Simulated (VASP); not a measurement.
# Hf2C (Fm-3m) in VASP: further runs

The runs below take Hf2C through single point, relaxation of cell and atoms, with PBE.

Program: VASP 6.6.1. These are calculated values, not measurements. Logs are shortened: lines on timing, memory, paths and dates and some standing lists are left out, and cuts for length are marked.

## Step 1: The cell of the first run

The structure is cubic, space group Fm-3m (No. 225). The conventional cell has a = 5.712 Å, b = 5.712 Å, c = 5.712 Å, α = 90.00°, β = 90.00°, γ = 90.00°. Within 3.3 Å of Hf (site symmetry -43m) lie 4 C at 2.47 Å and 6 Hf at 2.86 Å. Within 3.3 Å of C (site symmetry m-3m) lie 8 Hf at 2.47 Å.

## Step 2: Single point, PBE

INCAR

```
  PREC = Accurate
  ENCUT = 520
  EDIFF = 1E-6
  ISMEAR = 0
  SIGMA = 0.1
  LREAL = F
  LASPH = T
  NELM = 80
  ALGO = Normal
  ISIF = 2
  LWAVE = F
  LCHARG = F
  GGA = PE
  NBANDS = 19
```

KPOINTS

```
regular mesh
0
Gamma
  6 6 6
```

POSCAR

```
Hf2C
1.0
    0.0000000000      2.8559872357      2.8559872357
    2.8559872357      0.0000000000      2.8559872357
    2.8559872357      2.8559872357      0.0000000000
Hf C
2 1
Direct
    0.2500000000      0.2500000000      0.2500000000
    0.7500000000      0.7500000000      0.7500000000
    0.0000000000      0.0000000000      0.0000000000
```

Potentials or basis: VASP PAW PBE potentials, release 64 (Hf_pv, C).

Run with:

```bash
cat potpaw_PBE.64/Hf_pv/POTCAR potpaw_PBE.64/C/POTCAR > POTCAR
mpirun -np 1 vasp_std > vasp.out
```

OUTCAR:

```text
PREC = Accurate
   ENCUT = 520
   EDIFF = 1E-6
   ISMEAR = 0
   LREAL = F
   LASPH = T
   NELM = 80
   ISIF = 2
   GGA = PE

 ion  position               nearest neighbor table
   1  0.250  0.250  0.250-   3 2.47   3 2.47   3 2.47   3 2.47   2 2.86   2 2.86   2 2.86   2 2.86
                             2 2.86   2 2.86
   2  0.750  0.750  0.750-   3 2.47   3 2.47   3 2.47   3 2.47   1 2.86   1 2.86   1 2.86   1 2.86
                             1 2.86   1 2.86
   3  0.000  0.000  0.000-   1 2.47   2 2.47   2 2.47   2 2.47   2 2.47   1 2.47   1 2.47   1 2.47

  LATTYP: Found a face centered cubic cell.
 ALAT       =     5.7119744714

  Lattice vectors:

 A1 = (   0.0000000000,   2.8559872357,   2.8559872357)
 A2 = (   2.8559872357,   0.0000000000,   2.8559872357)
 A3 = (   2.8559872357,   2.8559872357,   0.0000000000)

Analysis of symmetry for initial positions (statically):
=====================================================================
 Subroutine PRICEL returns:
 Original cell was already a primitive cell.

 Routine SETGRP: Setting up the symmetry group for a
 face centered cubic supercell.

 Subroutine GETGRP returns: Found 48 space group operations
 (whereof 48 operations were pure point group operations)
 out of a pool of 48 trial point group operations.

The static configuration has the point symmetry O_h .

Analysis of symmetry for dynamics (positions and initial velocities):
=====================================================================
 Subroutine PRICEL returns:
 Original cell was already a primitive cell.

 Routine SETGRP: Setting up the symmetry group for a
 face centered cubic supercell.

 Subroutine GETGRP returns: Found 48 space group operations
 (whereof 48 operations were pure point group operations)
 out of a pool of 48 trial point group operations.

The dynamic configuration has the point symmetry O_h .

 Subroutine INISYM returns: Found 48 space group operations
 (whereof 48 operations are pure point group operations),
 and found     1 'primitive' translations

----------------------------------------------------------------------------------------

                                     Primitive cell

  volume of cell :      46.5907

  direct lattice vectors                    reciprocal lattice vectors
[... 76 lines left out ...]
   LSORBIT =      F    spin-orbit coupling
   LASPH  =      T    aspherical Exc in radial PAW
   ENCUT  =  520.0 eV  38.22 Ry    6.18 a.u.   7.51  7.51  7.51*2*pi/ulx,y,z
   NELM   =     80;   NELMIN=  2; NELMDL= -5     # of ELM steps
   EDIFF  = 0.1E-05   stopping-criterion for ELM
   LREAL  =      F    real-space projection
   EDIFFG = 0.1E-04   stopping-criterion for IOM
   NSW    =      0    number of steps for IOM
   IBRION =     -1    ionic relax: 0-MD 1-quasi-New 2-CG
   NFREE  =      0    steps in history (QN), initial steepest desc. (CG)
   ISIF   =      2    stress and relaxation
   ISYM   =      2    0-nonsym 1-usesym 2-fastsym
   POTIM  = 0.5000    time-step for ionic-motion
   TEBEG  =    0.0;   TEEND  =   0.0 temperature during run
   PSTRESS=    0.0 pullay stress
   NELECT =      24.0000    total number of electrons
   NUPDOWN=      -1.0000    fix difference up-down
   EMIN   =  10.00;   EMAX   =-10.00  energy-range for DOS
   EFERMI =   0.00;   METHOD = LEGACY
   ISMEAR =     0;   SIGMA  =   0.10  broadening in eV -4-tet -1-fermi 0-gaus
   EFERMI_NEDOS =   21; number of points for ismear=-14 and -15
   IALGO  =     38    algorithm
   IMIX   =      4    mixing-type and parameters
     AMIX     =   0.40;   BMIX     =  1.00
     AMIX_MAG =   1.60;   BMIX_MAG =  1.00
  volume/ion in A,a.u.               =      15.53       104.80
  Fermi-wavevector in a.u.,A,eV,Ry     =   1.312338  2.479959 23.432370  1.722231
  Thomas-Fermi vector in A             =   2.442737
   LORBIT       =      0    0 simple, 1 ext, 2 COOP (PROOUT), +10 PAW based schemes
   GGA     = PE    functional components
   LHFCALC =     F    Hartree Fock is set to
   AEXX    =    0.0000 exact exchange contribution
   IVDW    =     0    specifies the selected vdW correction
   LEPSILON=     F    determine dielectric tensor
   LRPA    =     F    only Hartree local field effects (RPA)
 non-spin polarized calculation
 Gauss-broadening in eV      SIGMA  =   0.10
  energy-cutoff  :      520.00
  volume of cell :       46.59
 maximum number of plane-waves:      1278
   NGX = 15   NGY = 15   NGZ = 15

 number of electron      24.0000001 magnetization

 Free energy of the ion-electron system (eV)
  ---------------------------------------------------
  ext. energy  EPLUGINS =         0.00000000
  ---------------------------------------------------
  free energy    TOTEN  =       -28.71193084 eV

  energy without entropy =      -28.69658981  energy(sigma->0) =      -28.70426033

 E-fermi :   6.1684     XC(G=0): -11.8687

 val. band max:        6.1666944926   @ k =   0.1667   0.0000   0.0000
 cond. band min:       6.2929387785   @ k =  -0.3333   0.1667   0.0000
 fundamental gap:      0.1262442859
 Fermi energy:         6.1684433532

 k-point     1 :       0.0000    0.0000    0.0000
  band No.  band energies     occupation
      1     -24.7742      2.00000
      2     -24.7742      2.00000
      3     -24.7742      2.00000
      4     -23.9559      2.00000
      5     -23.9559      2.00000
      6     -23.9559      2.00000
[... 329 lines left out ...]
      6     -23.7685      2.00000
[... 11 lines left out ...]
     18      11.7605      0.00000
     19      11.8386      0.00000

------------------------ aborting loop because EDIFF is reached ----------------------------------------

  FORCE on cell =-STRESS in cart. coord.  units (eV):
  Direction    XX          YY          ZZ          XY          YZ          ZX
  --------------------------------------------------------------------------------------
  -------------------------------------------------------------------------------------
  Total       -0.2134595     -0.2134595     -0.2134595      0.0000000      0.0000000     -0.0000000
  in kB       -7.3405295     -7.3405295     -7.3405295      0.0000000      0.0000000     -0.0000000
  external PRESSURE =      -7.3405295 kB  Pullay stress =       0.0000000 kB

 VOLUME and BASIS-vectors are now :
 -----------------------------------------------------------------------------
  energy-cutoff  :      520.00
  volume of cell :       46.59
      direct lattice vectors                 reciprocal lattice vectors
     0.000000000  2.855987236  2.855987236    -0.175070810  0.175070810  0.175070810
     2.855987236  0.000000000  2.855987236     0.175070810 -0.175070810  0.175070810
     2.855987236  2.855987236  0.000000000     0.175070810  0.175070810 -0.175070810

 POSITION                                       TOTAL-FORCE (eV/Angst)
 -----------------------------------------------------------------------------------
      1.42799      1.42799      1.42799        -0.000000      0.000000      0.000000
      4.28398      4.28398      4.28398        -0.000000     -0.000000     -0.000000
      0.00000      0.00000      0.00000         0.000000      0.000000      0.000000
 -----------------------------------------------------------------------------------
    total drift:                               -0.000000      0.000000      0.000000

  FREE ENERGIE OF THE ION-ELECTRON SYSTEM (eV)
  ---------------------------------------------------
  free  energy   TOTEN  =       -28.7119308397 eV

  energy  without entropy=      -28.6965898141  energy(sigma->0) =      -28.70426033
```

OSZICAR:

```text
N       E                     dE             d eps       ncg     rms          rms(c)
DAV:   1     0.736137025270E+02    0.73614E+02   -0.13651E+04   608   0.123E+03
DAV:   2    -0.273029874331E+02   -0.10092E+03   -0.98063E+02   758   0.279E+02
DAV:   3    -0.313724048150E+02   -0.40694E+01   -0.40002E+01   758   0.376E+01
DAV:   4    -0.314182073764E+02   -0.45803E-01   -0.45706E-01   796   0.435E+00
DAV:   5    -0.314186506857E+02   -0.44331E-03   -0.44321E-03   790   0.378E-01    0.581E+01
DAV:   6    -0.288706165221E+02    0.25480E+01   -0.16592E+01   677   0.156E+01    0.457E+01
DAV:   7    -0.287404921717E+02    0.13012E+00   -0.12926E+00   675   0.525E+00    0.230E+01
DAV:   8    -0.287173461150E+02    0.23146E-01   -0.12589E-01   671   0.230E+00    0.255E+00
DAV:   9    -0.287126579516E+02    0.46882E-02   -0.39548E-02   704   0.804E-01    0.138E+00
DAV:  10    -0.287120505947E+02    0.60736E-03   -0.68487E-03   733   0.421E-01    0.482E-01
DAV:  11    -0.287119353523E+02    0.11524E-03   -0.41400E-04   721   0.126E-01    0.892E-02
DAV:  12    -0.287119310743E+02    0.42780E-05   -0.59826E-05   771   0.417E-02    0.170E-02
DAV:  13    -0.287119308397E+02    0.23461E-06   -0.12749E-06   463   0.728E-03
   1 F= -.28711931E+02 E0= -.28704260E+02  d E =-.153410E-01
```

stdout:

```text
POSCAR found type information on POSCAR HfC
 POSCAR found :  2 types and       3 ions
 scaLAPACK will be used
 LDA part: xc-table for (Slater+PW92), standard interpolation
 POSCAR, INCAR and KPOINTS ok, starting setup
 FFT: planning ... GRIDC
 FFT: planning ... GRID_SOFT
 FFT: planning ... GRID
 WAVECAR not read
 entering main loop
```

It took 7.8 s on 1 thread of Intel Xeon 6975P-C (Granite Rapids), shared host; peak memory 0.17 GiB.

What came out:

```yaml
Free_energy: -28.7119 eV
Pressure: -0.7 GPa
Band_gap_on_the_k_mesh: zero (band 12 reaches 6.39 eV, above the bottom of band 13 at 4.97 eV)
```

Caveat: spin-orbit coupling is left out, which moves the levels of the heavy elements.

## Step 3: Single point, PBE

This run uses another cell than the first one, of 19.34 Å³/atom, 1.245 times its volume.

INCAR

```
ALGO     = Normal         # electronic algorithm
EDIFF    = 1E-6           # SCF threshold, eV
ENCUT    = 520            # plane-wave cutoff, eV
GGA      = PE             # functional
ISIF     = 2              # what is computed and relaxed
ISMEAR   = 0              # smearing method
LASPH    = T              # aspherical terms in the spheres
LCHARG   = F              # write CHGCAR
LREAL    = F              # projectors in reciprocal space
LWAVE    = F              # write WAVECAR
NBANDS   = 19             # bands
NELM     = 60             # most SCF steps
PREC     = Accurate       # precision mode
SIGMA    = 0.1            # smearing width, eV
```

KPOINTS

```
k-points
0
Gamma
  6 6 6
```

POSCAR

```
Hf2C
1.0
    0.0000000000      3.0724733600      3.0724733600
    3.0724733600      0.0000000000      3.0724733600
    3.0724733600      3.0724733600      0.0000000000
Hf C
2 1
Direct
    0.2500000000      0.2500000000      0.2500000000
    0.7500000000      0.7500000000      0.7500000000
    0.0000000000      0.0000000000      0.0000000000
```

Potentials or basis: VASP PAW PBE potentials, release 64 (Hf_pv, C).

Run with:

```bash
cat potpaw_PBE.64/Hf_pv/POTCAR potpaw_PBE.64/C/POTCAR > POTCAR
mpirun -np 1 vasp_std > vasp.out
```

OUTCAR:

```text
EDIFF = 1E-6
   ENCUT = 520
   GGA = PE
   ISIF = 2
   ISMEAR = 0
   LASPH = T
   LREAL = F
   NELM = 60
   PREC = Accurate

 ion  position               nearest neighbor table
   1  0.250  0.250  0.250-   3 2.66   3 2.66   3 2.66   3 2.66   2 3.07   2 3.07   2 3.07   2 3.07
                             2 3.07   2 3.07
   2  0.750  0.750  0.750-   3 2.66   3 2.66   3 2.66   3 2.66   1 3.07   1 3.07   1 3.07   1 3.07
                             1 3.07   1 3.07
   3  0.000  0.000  0.000-   2 2.66   2 2.66   2 2.66   1 2.66   2 2.66   1 2.66   1 2.66   1 2.66

  LATTYP: Found a face centered cubic cell.
 ALAT       =     6.1449467200

  Lattice vectors:

 A1 = (   0.0000000000,   3.0724733600,   3.0724733600)
 A2 = (   3.0724733600,   0.0000000000,   3.0724733600)
 A3 = (   3.0724733600,   3.0724733600,   0.0000000000)

Analysis of symmetry for initial positions (statically):
=====================================================================
 Subroutine PRICEL returns:
 Original cell was already a primitive cell.

 Routine SETGRP: Setting up the symmetry group for a
 face centered cubic supercell.

 Subroutine GETGRP returns: Found 48 space group operations
 (whereof 48 operations were pure point group operations)
 out of a pool of 48 trial point group operations.

The static configuration has the point symmetry O_h .

Analysis of symmetry for dynamics (positions and initial velocities):
=====================================================================
 Subroutine PRICEL returns:
 Original cell was already a primitive cell.

 Routine SETGRP: Setting up the symmetry group for a
 face centered cubic supercell.

 Subroutine GETGRP returns: Found 48 space group operations
 (whereof 48 operations were pure point group operations)
 out of a pool of 48 trial point group operations.
[... 108 lines left out ...]
   EFERMI =   0.00;   METHOD = LEGACY
   ISMEAR =     0;   SIGMA  =   0.10  broadening in eV -4-tet -1-fermi 0-gaus
   EFERMI_NEDOS =   21; number of points for ismear=-14 and -15
   IALGO  =     38    algorithm
   IMIX   =      4    mixing-type and parameters
     AMIX     =   0.40;   BMIX     =  1.00
     AMIX_MAG =   1.60;   BMIX_MAG =  1.00
  volume/ion in A,a.u.               =      19.34       130.49
  Fermi-wavevector in a.u.,A,eV,Ry     =   1.219871  2.305221 20.246618  1.488084
  Thomas-Fermi vector in A             =   2.355108
   LORBIT       =      0    0 simple, 1 ext, 2 COOP (PROOUT), +10 PAW based schemes
   GGA     = PE    functional components
   LHFCALC =     F    Hartree Fock is set to
   AEXX    =    0.0000 exact exchange contribution
   IVDW    =     0    specifies the selected vdW correction
   LEPSILON=     F    determine dielectric tensor
   LRPA    =     F    only Hartree local field effects (RPA)
 non-spin polarized calculation
 Gauss-broadening in eV      SIGMA  =   0.10
  energy-cutoff  :      520.00
  volume of cell :       58.01
 maximum number of plane-waves:      1588
   NGX = 17   NGY = 17   NGZ = 17

 number of electron      24.0000004 magnetization

 Free energy of the ion-electron system (eV)
  ---------------------------------------------------
  ext. energy  EPLUGINS =         0.00000000
  ---------------------------------------------------
  free energy    TOTEN  =       -27.71874785 eV

  energy without entropy =      -27.70134376  energy(sigma->0) =      -27.71004580

 E-fermi :   4.4600     XC(G=0): -10.8614

 val. band max:        4.4503376420   @ k =   0.5000   0.1667   0.0000
 cond. band min:       4.4642282039   @ k =  -0.3333   0.3333   0.1667
 fundamental gap:      0.0138905619
 Fermi energy:         4.4600045811

 k-point     1 :       0.0000    0.0000    0.0000
  band No.  band energies     occupation
      1     -26.7165      2.00000
      2     -26.7165      2.00000
      3     -26.7165      2.00000
      4     -26.2932      2.00000
      5     -26.2932      2.00000
      6     -26.2932      2.00000
[... 329 lines left out ...]
      6     -26.2057      2.00000
[... 11 lines left out ...]
     18       8.9512      0.00000
     19       9.0180      0.00000

------------------------ aborting loop because EDIFF is reached ----------------------------------------

  FORCE on cell =-STRESS in cart. coord.  units (eV):
  Direction    XX          YY          ZZ          XY          YZ          ZX
  --------------------------------------------------------------------------------------
  -------------------------------------------------------------------------------------
  Total       -8.2346878     -8.2346878     -8.2346878      0.0000000      0.0000000      0.0000000
  in kB     -227.4381671   -227.4381671   -227.4381671      0.0000000      0.0000000      0.0000000
  external PRESSURE =    -227.4381671 kB  Pullay stress =       0.0000000 kB

 VOLUME and BASIS-vectors are now :
 -----------------------------------------------------------------------------
  energy-cutoff  :      520.00
  volume of cell :       58.01
      direct lattice vectors                 reciprocal lattice vectors
     0.000000000  3.072473360  3.072473360    -0.162735341  0.162735341  0.162735341
     3.072473360  0.000000000  3.072473360     0.162735341 -0.162735341  0.162735341
     3.072473360  3.072473360  0.000000000     0.162735341  0.162735341 -0.162735341

 POSITION                                       TOTAL-FORCE (eV/Angst)
 -----------------------------------------------------------------------------------
      1.53624      1.53624      1.53624        -0.000000     -0.000000      0.000000
      4.60871      4.60871      4.60871         0.000000      0.000000     -0.000000
      0.00000      0.00000      0.00000        -0.000000     -0.000000     -0.000000
 -----------------------------------------------------------------------------------
    total drift:                               -0.000000     -0.000000      0.000000

  FREE ENERGIE OF THE ION-ELECTRON SYSTEM (eV)
  ---------------------------------------------------
  free  energy   TOTEN  =       -27.7187478462 eV

  energy  without entropy=      -27.7013437584  energy(sigma->0) =      -27.71004580
```

OSZICAR:

```text
N       E                     dE             d eps       ncg     rms          rms(c)
DAV:   1     0.699730844451E+02    0.69973E+02   -0.13364E+04   608   0.120E+03
DAV:   2    -0.253632366407E+02   -0.95336E+02   -0.91943E+02   727   0.265E+02
DAV:   3    -0.304397927987E+02   -0.50766E+01   -0.49643E+01   818   0.392E+01
DAV:   4    -0.305024723789E+02   -0.62680E-01   -0.61917E-01   780   0.490E+00
DAV:   5    -0.305032435041E+02   -0.77113E-03   -0.77080E-03   803   0.506E-01    0.429E+01
DAV:   6    -0.280762390879E+02    0.24270E+01   -0.21054E+01   732   0.157E+01    0.361E+01
DAV:   7    -0.277533993927E+02    0.32284E+00   -0.18667E+00   660   0.548E+00    0.222E+01
DAV:   8    -0.277465705244E+02    0.68289E-02   -0.43028E-01   660   0.354E+00    0.383E+00
DAV:   9    -0.277192648078E+02    0.27306E-01   -0.15991E-01   689   0.143E+00    0.125E+00
DAV:  10    -0.277187556008E+02    0.50921E-03   -0.94895E-03   749   0.489E-01    0.149E-01
DAV:  11    -0.277187473048E+02    0.82960E-05   -0.54437E-04   795   0.104E-01    0.192E-02
DAV:  12    -0.277187488055E+02   -0.15007E-05   -0.24291E-05   768   0.287E-02    0.147E-02
DAV:  13    -0.277187478462E+02    0.95926E-06   -0.66049E-06   733   0.101E-02
   1 F= -.27718748E+02 E0= -.27710046E+02  d E =-.174041E-01
```

It took 7.5 s on 1 thread of Intel Xeon 6975P-C (Granite Rapids), shared host; peak memory 0.18 GiB.

What came out:

* Free energy: -27.7187 eV
* Pressure: -22.7 GPa
* Band gap on the k mesh: zero (band 12 reaches 4.74 eV, above the bottom of band 13 at 2.89 eV)

Caveat: spin-orbit coupling is left out, which moves the levels of the heavy elements.

[end of part 1 of 2]
